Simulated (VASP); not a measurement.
# RbBr (Pmm2) in VASP: further runs

Runs on RbBr. Level: PBE. Tasks: single point.

Everything below comes from runs of VASP 6.6.1. Logs are shortened: lines on timing, memory, paths and dates and some standing lists are left out, and cuts for length are marked.

**1. The cell of the first run**

The structure is orthorhombic, space group Pmm2 (No. 25). Conventional cell: a = 4.137 Å, b = 4.193 Å, c = 4.137 Å, α = 90.00°, β = 90.00°, γ = 90.00°. Within 4.5 Å of Rb (site symmetry mm2) lie 8 Br at 3.39 to 3.84 Å and 6 Rb at 4.14 to 4.19 Å. Br (site symmetry mm2) has 8 Rb at 3.39 to 3.84 Å and 6 Br at 4.14 to 4.19 Å within 4.5 Å.

**2. Single point, PBE (atoms displaced along a vibrational mode, the cell strained)**

File INCAR:

```
SYSTEM = RbBr
PREC = Accurate
ENCUT = 520
EDIFF = 1E-6
ISMEAR = 0
SIGMA = 0.05
LREAL = .FALSE.
LASPH = .TRUE.
NELM = 100
ALGO = Normal
ISIF = 2
LWAVE = .FALSE.
LCHARG = .FALSE.
GGA = PE
NBANDS = 15
```

File KPOINTS:

```
regular mesh
0
G
  6 6 6
  0 0 0
```

File POSCAR:

```
RbBr
1.0
    4.1371365051      0.0000000000      0.0000000000
    0.0000000000      4.1371365051      0.0000000000
    0.0000000000      0.0000000000      4.1929021031
Rb Br
1 1
Direct
   -0.0462890878      0.0000000000      0.0000000000
    0.5495122459      0.5000000000      0.5000000000
```

Potentials or basis: VASP PAW PBE potentials, release 64 (Rb_sv, Br).

Started as:

```sh
$ cat potpaw_PBE.64/Rb_sv/POTCAR potpaw_PBE.64/Br/POTCAR > POTCAR
$ mpirun -np 1 vasp_std > vasp.out
```

OUTCAR:

```text
SYSTEM = RbBr
   PREC = Accurate
   ENCUT = 520
   EDIFF = 1E-6
   ISMEAR = 0
   LREAL = .FALSE.
   LASPH = .TRUE.
   NELM = 100
   ISIF = 2
   GGA = PE

 ion  position               nearest neighbor table
   1  0.954  0.000  0.000-   2 3.39   2 3.39   2 3.39   2 3.39   2 3.84   2 3.84   2 3.84   2 3.84

   2  0.550  0.500  0.500-   1 3.39   1 3.39   1 3.39   1 3.39   1 3.84   1 3.84   1 3.84   1 3.84

  LATTYP: Found a simple tetragonal cell.
 ALAT       =     4.1371365051
 C/A-ratio  =     1.0134792744

  Lattice vectors:

 A1 = (   4.1371365051,   0.0000000000,   0.0000000000)
 A2 = (   0.0000000000,   4.1371365051,   0.0000000000)
 A3 = (   0.0000000000,   0.0000000000,   4.1929021031)

Analysis of symmetry for initial positions (statically):
=====================================================================
 Subroutine PRICEL returns:
 Original cell was already a primitive cell.

 Routine SETGRP: Setting up the symmetry group for a
 simple tetragonal supercell.

 Subroutine GETGRP returns: Found  4 space group operations
 (whereof  4 operations were pure point group operations)
 out of a pool of 16 trial point group operations.

The static configuration has the point symmetry C_2v.

Analysis of symmetry for dynamics (positions and initial velocities):
=====================================================================
 Subroutine PRICEL returns:
 Original cell was already a primitive cell.

 Routine SETGRP: Setting up the symmetry group for a
 simple tetragonal supercell.

 Subroutine GETGRP returns: Found  4 space group operations
 (whereof  4 operations were pure point group operations)
 out of a pool of 16 trial point group operations.

The dynamic configuration has the point symmetry C_2v.

 Subroutine INISYM returns: Found  4 space group operations
 (whereof  4 operations are pure point group operations),
 and found     1 'primitive' translations

----------------------------------------------------------------------------------------

                                     Primitive cell

  volume of cell :      71.7653

  direct lattice vectors                    reciprocal lattice vectors
     4.137136505  0.000000000  0.000000000     0.241713078  0.000000000  0.000000000
     0.000000000  4.137136505  0.000000000     0.000000000  0.241713078  0.000000000
     0.000000000  0.000000000  4.192902103     0.000000000  0.000000000  0.238498294

  length of vectors
     4.137136505  4.137136505  4.192902103     0.241713078  0.241713078  0.238498294

  position of ions in fractional coordinates (direct lattice)
     0.953710912  0.000000000  0.000000000
     0.549512246  0.500000000  0.500000000

  ion indices of the primitive-cell ions
   primitive index   ion index
                 1           1
                 2           2

----------------------------------------------------------------------------------------

 KPOINTS: regular mesh

Automatic generation of k-mesh.
 Grid dimensions read from file:
 generate k-points for:    6    6    6

 Generating k-lattice:

  Cartesian coordinates                     Fractional coordinates (reciprocal lattice)
     0.040285513  0.000000000  0.000000000     0.166666667  0.000000000  0.000000000
     0.000000000  0.040285513  0.000000000     0.000000000  0.166666667  0.000000000
     0.000000000  0.000000000  0.039749716     0.000000000  0.000000000  0.166666667

  Length of vectors
     0.040285513  0.040285513  0.039749716

  Shift w.r.t. Gamma in fractional coordinates (k-lattice)
     0.000000000  0.000000000  0.000000000

 Subroutine IBZKPT returns following result:
 ===========================================

 Found     64 irreducible k-points:

 Following reciprocal coordinates:
            Coordinates               Weight
  0.000000  0.000000  0.000000      1.000000
  0.166667  0.000000  0.000000      2.000000
  0.000000  0.166667  0.000000      2.000000
  0.333333  0.000000  0.000000      2.000000
  0.000000  0.333333  0.000000      2.000000
  0.500000  0.000000  0.000000      1.000000
[... 16 lines left out ...]
  0.000000  0.500000  0.166667      2.000000
  0.166667  0.166667  0.166667      8.000000
 [... further k-points ...]
   k-points           NKPTS =     64   k-points in BZ     NKDIM =     64   number of bands    NBANDS=     15
   number of dos      NEDOS =    301   number of ions     NIONS =      2
   total plane-waves  NPLWV =  32768
   dimension x,y,z NGX =    32 NGY =   32 NGZ =   32
   dimension x,y,z NGXF=    64 NGYF=   64 NGZF=   64
   ions per type =               1   1
   NGX,Y,Z   is equivalent  to a cutoff of  12.86, 12.86, 12.69 a.u.
   NGXF,Y,Z  is equivalent  to a cutoff of  25.72, 25.72, 25.38 a.u.
 SYSTEM =  RbBr
   PREC   = accura    normal or accurate (medium, high low for compatibility)
   ISTART =      0    job   : 0-new  1-cont  2-samecut
   ICHARG =      2    charge: 1-file 2-atom 10-const
   ISPIN  =      1    spin polarized calculation?
   LNONCOLLINEAR =      F non collinear calculations
   LSORBIT =      F    spin-orbit coupling
   LASPH  =      T    aspherical Exc in radial PAW
   ENCUT  =  520.0 eV  38.22 Ry    6.18 a.u.   7.69  7.69  7.80*2*pi/ulx,y,z
   NELM   =    100;   NELMIN=  2; NELMDL= -5     # of ELM steps
   EDIFF  = 0.1E-05   stopping-criterion for ELM
   LREAL  =      F    real-space projection
[... 7 lines left out ...]
   TEBEG  =    0.0;   TEEND  =   0.0 temperature during run
   PSTRESS=    0.0 pullay stress
   NELECT =      16.0000    total number of electrons
   NUPDOWN=      -1.0000    fix difference up-down
   EMIN   =  10.00;   EMAX   =-10.00  energy-range for DOS
   EFERMI =   0.00;   METHOD = LEGACY
   ISMEAR =     0;   SIGMA  =   0.05  broadening in eV -4-tet -1-fermi 0-gaus
   EFERMI_NEDOS =   21; number of points for ismear=-14 and -15
   IALGO  =     38    algorithm
   IMIX   =      4    mixing-type and parameters
     AMIX     =   0.40;   BMIX     =  1.00
     AMIX_MAG =   1.60;   BMIX_MAG =  1.00
  volume/ion in A,a.u.               =      35.88       242.15
  Fermi-wavevector in a.u.,A,eV,Ry     =   0.992682  1.875896 13.407412  0.985417
  Thomas-Fermi vector in A             =   2.124511
   LORBIT       =      0    0 simple, 1 ext, 2 COOP (PROOUT), +10 PAW based schemes
   GGA     = PE    functional components
   LHFCALC =     F    Hartree Fock is set to
   AEXX    =    0.0000 exact exchange contribution
   IVDW    =     0    specifies the selected vdW correction
   LEPSILON=     F    determine dielectric tensor
   LRPA    =     F    only Hartree local field effects (RPA)
 non-spin polarized calculation
 Gauss-broadening in eV      SIGMA  =   0.05
  energy-cutoff  :      520.00
  volume of cell :       71.77
 maximum number of plane-waves:      1956
   NGX = 15   NGY = 15   NGZ = 15

 number of electron      16.0000001 magnetization

 Free energy of the ion-electron system (eV)
  ---------------------------------------------------
  ext. energy  EPLUGINS =         0.00000000
  ---------------------------------------------------
  free energy    TOTEN  =        -5.94345842 eV

  energy without entropy =       -5.94345842  energy(sigma->0) =       -5.94345842

 E-fermi :  -0.5717     XC(G=0):  -7.8129

 val. band max:       -0.7788638429   @ k =   0.0000   0.5000   0.5000
 cond. band min:       3.2449116236   @ k =   0.0000   0.0000   0.0000
 fundamental gap:      4.0237754665
 Fermi energy:        -0.5717198825

 k-point     1 :       0.0000    0.0000    0.0000
  band No.  band energies     occupation
      1     -25.8571      2.00000
      2     -13.3841      2.00000
      3      -9.8588      2.00000
      4      -9.8487      2.00000
      5      -9.8402      2.00000
      6      -0.9910      2.00000
      7      -0.9685      2.00000
      8      -0.9268      2.00000
      9       3.2449      0.00000
     10       4.7809      0.00000
     11       5.1691      0.00000
     12       8.9659      0.00000
     13       9.2218      0.00000
     14       9.3276      0.00000
     15      10.8363      0.00000

 k-point     2 :       0.1667    0.0000    0.0000
  band No.  band energies     occupation
      1     -25.8523      2.00000
      2     -13.3785      2.00000
      3      -9.8846      2.00000
      4      -9.8475      2.00000
      5      -9.8379      2.00000
      6      -1.4242      2.00000
      7      -1.0036      2.00000
      8      -0.9368      2.00000
      9       3.8690      0.00000
     10       4.9792      0.00000
     11       5.7418      0.00000
     12       8.9991      0.00000
     13       9.0931      0.00000
     14       9.1043      0.00000
     15      10.7301      0.00000

 k-point     3 :       0.0000    0.1667    0.0000
  band No.  band energies     occupation
      1     -25.8521      2.00000
      2     -13.3837      2.00000
      3      -9.8917      2.00000
      4      -9.8459      2.00000
      5      -9.8238      2.00000
      6      -1.4058      2.00000
      7      -1.0181      2.00000
      8      -0.9502      2.00000
      9       3.8719      0.00000
     10       5.1746      0.00000
     11       5.4676      0.00000
     12       8.8191      0.00000
     13       9.0714      0.00000
     14       9.3975      0.00000
     15      10.1099      0.00000
[... 343 lines left out ...]
 k-point    23 :       0.0000    0.5000    0.1667
  band No.  band energies     occupation
      1     -25.8329      2.00000
      2     -13.3443      2.00000
      3     -10.0051      2.00000
      4      -9.8929      2.00000
      5      -9.8122      2.00000
      6      -2.2798      2.00000
      7      -1.3054      2.00000
      8      -0.8695      2.00000
      9       5.6369      0.00000
     10       6.0181      0.00000
     11       7.0330      0.00000
     12       7.9745      0.00000
     13       8.7001      0.00000
     14       8.8536      0.00000
     15       9.9197      0.00000

 k-point    24 :       0.1667    0.1667    0.1667
  band No.  band energies     occupation
      1     -25.8431      2.00000
      2     -13.3561      2.00000
      3      -9.9189      2.00000
      4      -9.9155      2.00000
      5      -9.8183      2.00000
      6      -1.5059      2.00000
      7      -1.2521      2.00000
      8      -1.2291      2.00000
      9       4.7872      0.00000
     10       5.8595      0.00000
     11       6.0318      0.00000
     12       8.0677      0.00000
     13       8.3173      0.00000
     14       9.0423      0.00000
     15      10.9332      0.00000

 [... further k-points ...]

------------------------ aborting loop because EDIFF is reached ----------------------------------------

  FORCE on cell =-STRESS in cart. coord.  units (eV):
  Direction    XX          YY          ZZ          XY          YZ          ZX
  --------------------------------------------------------------------------------------
  -------------------------------------------------------------------------------------
  Total        0.4800556      0.6316692      0.4684245      0.0000000      0.0000000      0.0000000
  in kB       10.7173566     14.1021669     10.4576889      0.0000000      0.0000000      0.0000000
  external PRESSURE =      11.7590708 kB  Pullay stress =       0.0000000 kB

 VOLUME and BASIS-vectors are now :
 -----------------------------------------------------------------------------
  energy-cutoff  :      520.00
  volume of cell :       71.77
      direct lattice vectors                 reciprocal lattice vectors
     4.137136505  0.000000000  0.000000000     0.241713078  0.000000000  0.000000000
     0.000000000  4.137136505  0.000000000     0.000000000  0.241713078  0.000000000
     0.000000000  0.000000000  4.192902103     0.000000000  0.000000000  0.238498294

 POSITION                                       TOTAL-FORCE (eV/Angst)
 -----------------------------------------------------------------------------------
      3.94563      0.00000      0.00000         0.296746      0.000000      0.000000
      2.27341      2.06857      2.09645        -0.296746      0.000000      0.000000
 -----------------------------------------------------------------------------------
    total drift:                                0.000108     -0.000000      0.000001

  FREE ENERGIE OF THE ION-ELECTRON SYSTEM (eV)
  ---------------------------------------------------
  free  energy   TOTEN  =        -5.9434584197 eV

  energy  without entropy=       -5.9434584197  energy(sigma->0) =       -5.94345842
```

Wall time 16 s (1 thread of Intel Xeon 6975P-C (Granite Rapids), shared host); peak memory 0.22 GiB.

Results:

- Free energy: -5.9435 eV
- Pressure: 1.2 GPa
- Largest force: 0.297 eV/Å
- Band gap on the k mesh: 4.02 eV (least direct gap 4.17 eV)

Forces in eV/Å, atoms in the order of the input:
```
Rb   0.297  0.000  0.000
Br  -0.297  0.000  0.000
```

Stress tensor (GPa, compression positive):
```
1.07 0.00 0.00
0.00 1.41 0.00
0.00 0.00 1.05
```

Levels at points of the mesh, in eV from the valence-band top:
| k point | band 5 | band 6 | band 7 | band 8 | band 9 | band 10 | band 11 | band 12 |
| --- | --- | --- | --- | --- | --- | --- | --- | --- |
| (0.00, 0.00, 0.00) | -9.06 | -0.21 | -0.19 | -0.15 | 4.02 | 5.56 | 5.95 | 9.74 |
| (0.50, 0.00, 0.00) | -9.03 | -1.64 | -0.27 | -0.19 | 6.71 | 7.06 | 7.68 | 8.98 |
| (0.00, 0.50, 0.00) | -9.03 | -1.65 | -0.32 | -0.13 | 6.71 | 6.90 | 7.55 | 8.19 |
| (0.50, 0.50, 0.00) | -9.00 | -1.06 | -1.02 | -0.11 | 5.39 | 6.17 | 7.91 | 8.03 |
| (0.00, 0.00, 0.50) | -9.02 | -1.65 | -0.26 | -0.15 | 6.70 | 6.88 | 7.43 | 8.24 |
| (0.50, 0.00, 0.50) | -8.99 | -1.04 | -1.03 | -0.05 | 5.36 | 6.26 | 8.01 | 8.17 |
| (0.00, 0.50, 0.50) | -9.01 | -1.03 | -1.00 | 0.00 | 5.37 | 6.46 | 8.05 | 8.10 |
| (0.50, 0.50, 0.50) | -9.28 | -1.27 | -1.25 | -1.23 | 7.69 | 7.69 | 8.29 | 9.49 |

Caveat: the cell differs from its parent crystal (atoms displaced along a vibrational mode, the cell strained).

**3. Single point, PBE (atoms displaced along a vibrational mode, the cell strained)**

File INCAR:

```
ALGO = Normal ; EDIFF = 1E-6
ENCUT = 520 ; GGA = PE
ISIF = 2 ; ISMEAR = 0
LASPH = T ; LCHARG = T
LELF = T ; LREAL = F
LVHAR = T ; LWAVE = F
NBANDS = 15 ; NELM = 60
PREC = Accurate ; SIGMA = 0.05
```

File KPOINTS:

```
k-points
0
Gamma
  6 6 6
```

File POSCAR:

```
RbBr
1.0
    4.1371365051      0.0000000000      0.0000000000
    0.0000000000      4.1371365051      0.0000000000
    0.0000000000      0.0000000000      4.1929021031
Rb Br
1 1
Direct
   -0.0925781756      0.0000000000      0.0000000000
    0.5990244918      0.5000000000      0.5000000000
```

Potentials or basis: VASP PAW PBE potentials, release 64 (Rb_sv, Br).

Started as:

```sh
$ cat potpaw_PBE.64/Rb_sv/POTCAR potpaw_PBE.64/Br/POTCAR > POTCAR
$ mpirun -np 1 vasp_std > vasp.out
```

OUTCAR:

```text
EDIFF = 1E-6
   ENCUT = 520
   GGA = PE
   ISIF = 2
   ISMEAR = 0
   LASPH = T
   LREAL = F
   NELM = 60
   PREC = Accurate

 ion  position               nearest neighbor table
   1  0.907  0.000  0.000-   2 3.21   2 3.21   2 3.21   2 3.21   2 4.11   2 4.11   2 4.11   2 4.11

   2  0.599  0.500  0.500-   1 3.21   1 3.21   1 3.21   1 3.21   1 4.11   1 4.11   1 4.11   1 4.11

  LATTYP: Found a simple tetragonal cell.
 ALAT       =     4.1371365051
 C/A-ratio  =     1.0134792744

[... 620 lines left out ...]

------------------------ aborting loop because EDIFF is reached ----------------------------------------

  FORCE on cell =-STRESS in cart. coord.  units (eV):
  Direction    XX          YY          ZZ          XY          YZ          ZX
  --------------------------------------------------------------------------------------
  -------------------------------------------------------------------------------------
  Total        0.8906410      1.7426308      1.6129164      0.0000000      0.0000000      0.0000000
  in kB       19.8837760     38.9046532     36.0087467      0.0000000      0.0000000      0.0000000
  external PRESSURE =      31.5990586 kB  Pullay stress =       0.0000000 kB

 VOLUME and BASIS-vectors are now :
 -----------------------------------------------------------------------------
  energy-cutoff  :      520.00
  volume of cell :       71.77
      direct lattice vectors                 reciprocal lattice vectors
     4.137136505  0.000000000  0.000000000     0.241713078  0.000000000  0.000000000
     0.000000000  4.137136505  0.000000000     0.000000000  0.241713078  0.000000000
     0.000000000  0.000000000  4.192902103     0.000000000  0.000000000  0.238498294

 POSITION                                       TOTAL-FORCE (eV/Angst)
 -----------------------------------------------------------------------------------
      3.75413      0.00000      0.00000         0.617572      0.000000      0.000000
      2.47825      2.06857      2.09645        -0.617572      0.000000      0.000000
 -----------------------------------------------------------------------------------
    total drift:                                0.000203     -0.000000      0.000001

  FREE ENERGIE OF THE ION-ELECTRON SYSTEM (eV)
  ---------------------------------------------------
  free  energy   TOTEN  =        -5.7619527467 eV

  energy  without entropy=       -5.7619527467  energy(sigma->0) =       -5.76195275
```

Wall time 16 s (1 thread of Intel Xeon 6975P-C (Granite Rapids), shared host); peak memory 0.22 GiB.

What came out:

```yaml
Free_energy: -5.7620 eV
Pressure: 3.2 GPa
Largest_force: 0.618 eV/Å
Band_gap_on_the_k_mesh: 4.03 eV (least direct gap 4.21 eV)
```

Forces in eV/Å, atoms in the order of the input:
```
Rb   0.618  0.000  0.000
Br  -0.618  0.000  0.000
```

Stress tensor (GPa, compression positive):
```
1.99 0.00 0.00
0.00 3.89 0.00
0.00 0.00 3.60
```

Caveat: the cell differs from its parent crystal (atoms displaced along a vibrational mode, the cell strained); the cell stands under pressure. A k mesh can miss the band edges.

(Part 1 of 2 ends here.)
